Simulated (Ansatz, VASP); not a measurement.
MnSbSe2S in VASP and in Ansatz

INCAR

```
PREC = Accurate ; ENCUT = 520
EDIFF = 1E-7 ; ISMEAR = -1
SIGMA = 0.1 ; LREAL = False
LASPH = True ; NELM = 80
ALGO = Normal ; ISIF = 2
LWAVE = False ; LCHARG = False
GGA = PS ; NBANDS = 47
```

File KPOINTS:

```
Automatic mesh
0
Gamma
  5 5 2
```

File POSCAR:

```
MnSbSe2S
1.0
    0.0000000000      3.8280780000      0.0000000000
    6.3165800000     -1.9140390000      0.0000000000
    0.2124370000      0.0000000000     -9.5823070000
S Sb Se Mn
2 2 4 2
Direct
    0.3633600000      0.7267200000      0.9229000000
    0.6366400000      0.2732800000      0.0771000000
    0.2938500000      0.5877000000      0.3152400000
    0.7061500000      0.4123000000      0.6847600000
    0.0744200000      0.1488400000      0.7419900000
    0.9255800000      0.8511600000      0.2580100000
    0.3611000000      0.7222000000      0.5547700000
    0.6389000000      0.2778000000      0.4452300000
    0.0000000000      0.0000000000      0.5000000000
    0.0000000000      0.0000000000      0.0000000000
```

Input for Ansatz:

```yaml
crystal:
  lattice:
    - [0.0, 3.828078, 0.0]
    - [6.31658, -1.914039, 0.0]
    - [0.212437, 0.0, -9.582307]
  atoms:
    - { symbol: S, position: [0.36336, 0.72672, 0.9229] }
    - { symbol: S, position: [0.63664, 0.27328, 0.0771] }
    - { symbol: Sb, position: [0.29385, 0.5877, 0.31524] }
    - { symbol: Sb, position: [0.70615, 0.4123, 0.68476] }
    - { symbol: Se, position: [0.07442, 0.14884, 0.74199] }
    - { symbol: Se, position: [0.92558, 0.85116, 0.25801] }
    - { symbol: Se, position: [0.3611, 0.7222, 0.55477] }
    - { symbol: Se, position: [0.6389, 0.2778, 0.44523] }
    - { symbol: Mn, position: [0.0, 0.0, 0.5] }
    - { symbol: Mn, position: [0.0, 0.0, 0.0] }
  symmetry: { tolerance: 0.0003 }
kpoints:
  mp_grid: { grid: [5, 5, 2], shift: [0, 0, 0] }
magnetization:
  spin_polarized: false
scf:
  occupations: { method: fermi_dirac }
  eigensolver: { kind: davidson }
hamiltonian:
  pseudopotentials: { kind: paw }
  xc: pbesol
basis:
  ecutwfc: 500
output:
  forces: true
  stress: true
  eigenvalues: true
```

Alike in both runs: task single point; functional PBEsol; k mesh 5 × 5 × 2; no spin polarisation.

|  | VASP | Ansatz |
| --- | --- | --- |
| version | VASP 6.6.1 | Ansatz 0.2.0 |
| potentials or method | VASP PAW PBE potentials, release 64 (S, Sb, Se, Mn_pv), cutoff 520 eV | PAW plane waves |
| occupations | fermi-dirac, width 0.1 eV | fermi-dirac |
| valence electrons in the cell | 72 | 136 |

VASP gave:

- gap on the k mesh at the Fermi level (eV): none
- pressure (GPa): -4.9
- traceless stress, the component that is largest in VASP (GPa): 2.28
- rms of the force components (eV/Å): 1.331

Problem. What did Ansatz give for the same quantities?

Solution. gap on the k mesh at the Fermi level (eV): none; pressure (GPa): -5.2; traceless stress, the component that is largest in VASP (GPa): 2.19; rms of the force components (eV/Å): 1.301.

VASP's potentials were made for PBE, not for PBEsol. Atom by atom the forces differ by 0.044 eV/Å (rms over components). A gap of «none» marks a metal or a gap that the smearing closes. VASP's potentials hold 72 valence electrons a cell and Ansatz's 136, so a difference there can come from the potentials and not from the codes.

Neither program's run includes spin-orbit coupling.
